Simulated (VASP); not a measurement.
# InSb (zincblende type) (F-43m) in VASP: notebook

Runs on InSb (zincblende type). Level: LDA. Tasks: single point.

All numbers are computed with VASP 6.6.1; they aren't measurements. Logs are shortened: lines on timing, memory, paths and dates and some standing lists are left out, and cuts for length are marked.

## (1) The cell of the first run

Symmetry: F-43m, No. 216, cubic system. The conventional cell has a = 5.285 Å, b = 5.285 Å, c = 5.285 Å, α = 90.00°, β = 90.00°, γ = 90.00°. Within 3.0 Å of In (site symmetry -43m) lie 4 Sb at 2.29 Å. Sb (site symmetry -43m) has 4 In at 2.29 Å within 3.0 Å.

## (2) Single point, LDA (volume scaled by 0.55)

Contents of INCAR:

```
ALGO = Normal ; EDIFF = 1E-7
ENCUT = 520 ; GGA = CA
ISIF = 2 ; ISMEAR = -1
LASPH = True ; LCHARG = False
LREAL = False ; LWAVE = False
NBANDS = 16 ; NELM = 80
PREC = Accurate ; SIGMA = 0.1
```

Contents of KPOINTS:

```
k-points
0
Gamma
  11 11 11
```

Contents of POSCAR:

```
InSb
1.0
    0.0000000000      2.6422648923      2.6422648923
    2.6422648923      0.0000000000      2.6422648923
    2.6422648923      2.6422648923      0.0000000000
In Sb
1 1
Direct
    0.0000000000      0.0000000000      0.0000000000
    0.2500000000      0.2500000000      0.2500000000
```

Potentials or basis: VASP PAW LDA potentials, release 64 (In_d, Sb).

Launch:

```console
$ cat potpaw_LDA.64/In_d/POTCAR potpaw_LDA.64/Sb/POTCAR > POTCAR
$ mpirun -np 1 vasp_std > vasp.out
```

OUTCAR:

```text
EDIFF = 1E-7
   ENCUT = 520
   GGA = CA
   ISIF = 2
   ISMEAR = -1
   LASPH = True
   LREAL = False
   NELM = 80
   PREC = Accurate

 ion  position               nearest neighbor table
   1  0.000  0.000  0.000-   2 2.29   2 2.29   2 2.29   2 2.29
   2  0.250  0.250  0.250-   1 2.29   1 2.29   1 2.29   1 2.29

  LATTYP: Found a face centered cubic cell.
 ALAT       =     5.2845297846

  Lattice vectors:

 A1 = (   0.0000000000,   2.6422648923,   2.6422648923)
 A2 = (   2.6422648923,   0.0000000000,   2.6422648923)
 A3 = (   2.6422648923,   2.6422648923,   0.0000000000)

Analysis of symmetry for initial positions (statically):
=====================================================================
 Subroutine PRICEL returns:
 Original cell was already a primitive cell.

 Routine SETGRP: Setting up the symmetry group for a
 face centered cubic supercell.

 Subroutine GETGRP returns: Found 24 space group operations
 (whereof 24 operations were pure point group operations)
 out of a pool of 48 trial point group operations.

The static configuration has the point symmetry T_d .

Analysis of symmetry for dynamics (positions and initial velocities):
=====================================================================
 Subroutine PRICEL returns:
 Original cell was already a primitive cell.

 Routine SETGRP: Setting up the symmetry group for a
 face centered cubic supercell.

 Subroutine GETGRP returns: Found 24 space group operations
 (whereof 24 operations were pure point group operations)
 out of a pool of 48 trial point group operations.

The dynamic configuration has the point symmetry T_d .

 Subroutine INISYM returns: Found 24 space group operations
 (whereof 24 operations are pure point group operations),
 and found     1 'primitive' translations

----------------------------------------------------------------------------------------

                                     Primitive cell

  volume of cell :      36.8943

  direct lattice vectors                    reciprocal lattice vectors
     0.000000000  2.642264892  2.642264892    -0.189231595  0.189231595  0.189231595
     2.642264892  0.000000000  2.642264892     0.189231595 -0.189231595  0.189231595
     2.642264892  2.642264892  0.000000000     0.189231595  0.189231595 -0.189231595

  length of vectors
     3.736726846  3.736726846  3.736726846     0.327758737  0.327758737  0.327758737

  position of ions in fractional coordinates (direct lattice)
     0.000000000  0.000000000  0.000000000
     0.250000000  0.250000000  0.250000000

  ion indices of the primitive-cell ions
   primitive index   ion index
                 1           1
                 2           2

----------------------------------------------------------------------------------------

 KPOINTS: k-points

Automatic generation of k-mesh.
 Grid dimensions read from file:
 generate k-points for:   11   11   11

 Generating k-lattice:

  Cartesian coordinates                     Fractional coordinates (reciprocal lattice)
    -0.017202872  0.017202872  0.017202872     0.090909091  0.000000000  0.000000000
     0.017202872 -0.017202872  0.017202872     0.000000000  0.090909091  0.000000000
     0.017202872  0.017202872 -0.017202872     0.000000000  0.000000000  0.090909091

  Length of vectors
     0.029796249  0.029796249  0.029796249

  Shift w.r.t. Gamma in fractional coordinates (k-lattice)
     0.000000000  0.000000000  0.000000000

 Subroutine IBZKPT returns following result:
 ===========================================

 Found     56 irreducible k-points:

 Following reciprocal coordinates:
            Coordinates               Weight
  0.000000  0.000000  0.000000      1.000000
  0.090909  0.000000  0.000000      8.000000
  0.181818  0.000000  0.000000      8.000000
  0.272727  0.000000  0.000000      8.000000
  0.363636  0.000000  0.000000      8.000000
  0.454545  0.000000  0.000000      8.000000
[... 16 lines left out ...]
 -0.272727  0.181818  0.000000     24.000000
 -0.181818  0.181818  0.000000     12.000000
 [... further k-points ...]
   k-points           NKPTS =     56   k-points in BZ     NKDIM =     56   number of bands    NBANDS=     16
   number of dos      NEDOS =    301   number of ions     NIONS =      2
   total plane-waves  NPLWV =  21952
   dimension x,y,z NGX =    28 NGY =   28 NGZ =   28
   dimension x,y,z NGXF=    56 NGYF=   56 NGZF=   56
   ions per type =               1   1
   NGX,Y,Z   is equivalent  to a cutoff of  12.46, 12.46, 12.46 a.u.
   NGXF,Y,Z  is equivalent  to a cutoff of  24.91, 24.91, 24.91 a.u.
 SYSTEM =  unknown system
   PREC   = accura    normal or accurate (medium, high low for compatibility)
   ISTART =      0    job   : 0-new  1-cont  2-samecut
   ICHARG =      2    charge: 1-file 2-atom 10-const
   ISPIN  =      1    spin polarized calculation?
   LNONCOLLINEAR =      F non collinear calculations
   LSORBIT =      F    spin-orbit coupling
   LASPH  =      T    aspherical Exc in radial PAW
   ENCUT  =  520.0 eV  38.22 Ry    6.18 a.u.   6.95  6.95  6.95*2*pi/ulx,y,z
   NELM   =     80;   NELMIN=  2; NELMDL= -5     # of ELM steps
   EDIFF  = 0.1E-06   stopping-criterion for ELM
   LREAL  =      F    real-space projection
   EDIFFG = 0.1E-05   stopping-criterion for IOM
   NSW    =      0    number of steps for IOM
   IBRION =     -1    ionic relax: 0-MD 1-quasi-New 2-CG
   NFREE  =      0    steps in history (QN), initial steepest desc. (CG)
   ISIF   =      2    stress and relaxation
   ISYM   =      2    0-nonsym 1-usesym 2-fastsym
   POTIM  = 0.5000    time-step for ionic-motion
   TEBEG  =    0.0;   TEEND  =   0.0 temperature during run
   PSTRESS=    0.0 pullay stress
   NELECT =      18.0000    total number of electrons
   NUPDOWN=      -1.0000    fix difference up-down
   EMIN   =  10.00;   EMAX   =-10.00  energy-range for DOS
   EFERMI =   0.00;   METHOD = LEGACY
   ISMEAR =    -1;   SIGMA  =   0.10  broadening in eV -4-tet -1-fermi 0-gaus
   EFERMI_NEDOS =   21; number of points for ismear=-14 and -15
   IALGO  =     38    algorithm
   IMIX   =      4    mixing-type and parameters
     AMIX     =   0.40;   BMIX     =  1.00
     AMIX_MAG =   1.60;   BMIX_MAG =  1.00
  volume/ion in A,a.u.               =      18.45       124.49
  Fermi-wavevector in a.u.,A,eV,Ry     =   1.288782  2.435444 22.598704  1.660958
  Thomas-Fermi vector in A             =   2.420714
   LORBIT       =      0    0 simple, 1 ext, 2 COOP (PROOUT), +10 PAW based schemes
   GGA     = CA    functional components
   LHFCALC =     F    Hartree Fock is set to
   AEXX    =    0.0000 exact exchange contribution
   IVDW    =     0    specifies the selected vdW correction
   LEPSILON=     F    determine dielectric tensor
   LRPA    =     F    only Hartree local field effects (RPA)
 non-spin polarized calculation
  energy-cutoff  :      520.00
  volume of cell :       36.89
 maximum number of plane-waves:      1006
   NGX = 13   NGY = 13   NGZ = 13

 number of electron      17.9999991 magnetization

 Free energy of the ion-electron system (eV)
  ---------------------------------------------------
  ext. energy  EPLUGINS =         0.00000000
  ---------------------------------------------------
  free energy    TOTEN  =        -2.04253977 eV

  energy without entropy =       -2.03487091  energy(sigma->0) =       -2.03870534

 E-fermi :  14.1729     XC(G=0): -11.8371

 val. band max:       14.1318923226   @ k =   0.0909   0.0000   0.0000
 cond. band min:      14.2227713651   @ k =  -0.0909   0.0909   0.0000
 fundamental gap:      0.0908790425
 Fermi energy:        14.1728641606

 k-point     1 :       0.0000    0.0000    0.0000
  band No.  band energies     occupation
      1      -3.4974      2.00000
      2      -3.4974      2.00000
      3      -3.4974      2.00000
      4      -3.0394      2.00000
      5      -3.0394      2.00000
      6      -2.3548      2.00000
[... 8 lines left out ...]
     15      22.2957      0.00000
     16      22.2957      0.00000

 k-point     2 :       0.0909    0.0000    0.0000
  band No.  band energies     occupation
      1      -3.5505      2.00000
      2      -3.4853      2.00000
      3      -3.4853      2.00000
      4      -3.0426      2.00000
      5      -3.0426      2.00000
      6      -2.1668      2.00000
[... 8 lines left out ...]
     15      21.7098      0.00000
     16      21.7098      0.00000

 k-point     3 :       0.1818    0.0000    0.0000
  band No.  band energies     occupation
      1      -3.6600      2.00000
      2      -3.4543      2.00000
      3      -3.4543      2.00000
      4      -3.0491      2.00000
      5      -3.0491      2.00000
      6      -1.6495      2.00000
[... 8 lines left out ...]
     15      21.2667      0.00000
     16      21.2667      0.00000

 k-point     4 :       0.2727    0.0000    0.0000
  band No.  band energies     occupation
      1      -3.7694      2.00000
      2      -3.4187      2.00000
      3      -3.4187      2.00000
      4      -3.0518      2.00000
      5      -3.0518      2.00000
      6      -0.8556      2.00000
[... 8 lines left out ...]
     15      21.7044      0.00000
     16      22.0287      0.00000

 k-point     5 :       0.3636    0.0000    0.0000
  band No.  band energies     occupation
      1      -3.8540      2.00000
      2      -3.3928      2.00000
      3      -3.3928      2.00000
      4      -3.0469      2.00000
      5      -3.0469      2.00000
      6       0.1671      2.00000
[... 8 lines left out ...]
     15      22.8376      0.00000
     16      23.7666      0.00000

 k-point     6 :       0.4545    0.0000    0.0000
  band No.  band energies     occupation
      1      -3.8999      2.00000
      2      -3.3810      2.00000
      3      -3.3810      2.00000
      4      -3.0398      2.00000
      5      -3.0398      2.00000
      6       1.2074      2.00000
[... 8 lines left out ...]
     15      24.0623      0.00000
     16      25.4583      0.00000
[... 267 lines left out ...]
 k-point    21 :      -0.4545    0.1818    0.0000
  band No.  band energies     occupation
      1      -3.9103      2.00000
      2      -3.3587      2.00000
      3      -3.3200      2.00000
      4      -3.0854      2.00000
      5      -3.0456      2.00000
      6       1.8405      2.00000
[... 8 lines left out ...]
     15      23.9527      0.00000
     16      24.7497      0.00000

 k-point    22 :      -0.3636    0.1818    0.0000
  band No.  band energies     occupation
      1      -3.8943      2.00000
      2      -3.3612      2.00000
      3      -3.3355      2.00000
      4      -3.0694      2.00000
      5      -3.0623      2.00000
      6       1.3529      2.00000
[... 8 lines left out ...]
     15      23.0337      0.00000
     16      23.9024      0.00000

 k-point    23 :      -0.2727    0.1818    0.0000
  band No.  band energies     occupation
      1      -3.8505      2.00000
      2      -3.3687      2.00000
      3      -3.3655      2.00000
      4      -3.0745      2.00000
      5      -3.0628      2.00000
      6       0.3096      2.00000
[... 8 lines left out ...]
     15      23.2511      0.00000
     16      25.3248      0.00000

 k-point    24 :      -0.1818    0.1818    0.0000
  band No.  band energies     occupation
      1      -3.7877      2.00000
      2      -3.4051      2.00000
      3      -3.3881      2.00000
      4      -3.0736      2.00000
      5      -3.0578      2.00000
      6      -0.6059      2.00000
[... 8 lines left out ...]
     15      23.2374      0.00000
     16      24.8920      0.00000

 [... further k-points ...]
[... 5 lines left out ...]
  --------------------------------------------------------------------------------------
  -------------------------------------------------------------------------------------
  Total       26.2064830     26.2064830     26.2064830     -0.0000000      0.0000000     -0.0000000
  in kB     1138.0471763   1138.0471763   1138.0471763     -0.0000000      0.0000000     -0.0000000
  external PRESSURE =    1138.0471763 kB  Pullay stress =       0.0000000 kB

 VOLUME and BASIS-vectors are now :
 -----------------------------------------------------------------------------
  energy-cutoff  :      520.00
  volume of cell :       36.89
      direct lattice vectors                 reciprocal lattice vectors
     0.000000000  2.642264892  2.642264892    -0.189231595  0.189231595  0.189231595
     2.642264892  0.000000000  2.642264892     0.189231595 -0.189231595  0.189231595
     2.642264892  2.642264892  0.000000000     0.189231595  0.189231595 -0.189231595

 POSITION                                       TOTAL-FORCE (eV/Angst)
 -----------------------------------------------------------------------------------
      0.00000      0.00000      0.00000         0.000000      0.000000     -0.000000
      1.32113      1.32113      1.32113         0.000000     -0.000000      0.000000
 -----------------------------------------------------------------------------------
    total drift:                               -0.000001     -0.000001     -0.000001

  FREE ENERGIE OF THE ION-ELECTRON SYSTEM (eV)
  ---------------------------------------------------
  free  energy   TOTEN  =        -2.0425397697 eV

  energy  without entropy=       -2.0348709063  energy(sigma->0) =       -2.03870534
```

Wall time 27 s (1 thread of Intel Xeon 6975P-C (Granite Rapids), shared host); peak memory 0.16 GiB.

Results:

```yaml
Free_energy: -2.0425 eV
Pressure: 113.8 GPa
Band_gap_on_the_k_mesh: zero (band 9 reaches 14.55 eV, above the bottom of band 10 at 14.05 eV)
```

Levels at points of the mesh, in eV from the Fermi level:
| k point | band 7 | band 8 | band 9 | band 10 | band 11 | band 12 |
| --- | --- | --- | --- | --- | --- | --- |
| (0.00, 0.00, 0.00) | 0.38 | 0.38 | 0.38 | 2.53 | 2.53 | 2.53 |

Caveat: spin-orbit coupling is left out, which moves the levels of the heavy elements.

## (3) Single point, LDA (volume scaled by 0.55)

Contents of INCAR:

```
SYSTEM = InSb
PREC = Accurate ; ENCUT = 520
EDIFF = 1E-6 ; ISMEAR = -1
SIGMA = 0.1 ; LREAL = .FALSE.
LASPH = .TRUE. ; NELM = 80
ALGO = Normal ; ISIF = 2
LWAVE = .FALSE. ; LCHARG = .FALSE.
NBANDS = 16
```

Contents of KPOINTS:

```
regular mesh
0
G
  11 11 11
  0 0 0
```

POSCAR is that of step 2.

Potentials or basis: VASP PAW LDA potentials, release 64 (In_d, Sb).

Launch:

```console
$ cat potpaw_LDA.64/In_d/POTCAR potpaw_LDA.64/Sb/POTCAR > POTCAR
$ mpirun -np 1 vasp_std > vasp.out
```

Wall time 27 s (1 thread of Intel Xeon 6975P-C (Granite Rapids), shared host); peak memory 0.16 GiB.

Results (log left out):

```yaml
Free_energy: -2.0425 eV
Pressure: 113.8 GPa
Band_gap_on_the_k_mesh: zero (band 9 reaches 14.55 eV, above the bottom of band 10 at 14.05 eV)
```

Levels at points of the mesh, in eV from the Fermi level:
| k point | band 5 | band 6 | band 7 | band 8 | band 9 | band 10 | band 11 | band 12 | band 13 | band 14 |
| --- | --- | --- | --- | --- | --- | --- | --- | --- | --- | --- |
| (0.00, 0.00, 0.00) | -17.21 | -16.53 | 0.38 | 0.38 | 0.38 | 2.53 | 2.53 | 2.53 | 3.19 | 5.93 |

Caveat: spin-orbit coupling is left out, which moves the levels of the heavy elements.

(Part 1 of 2 ends here.)
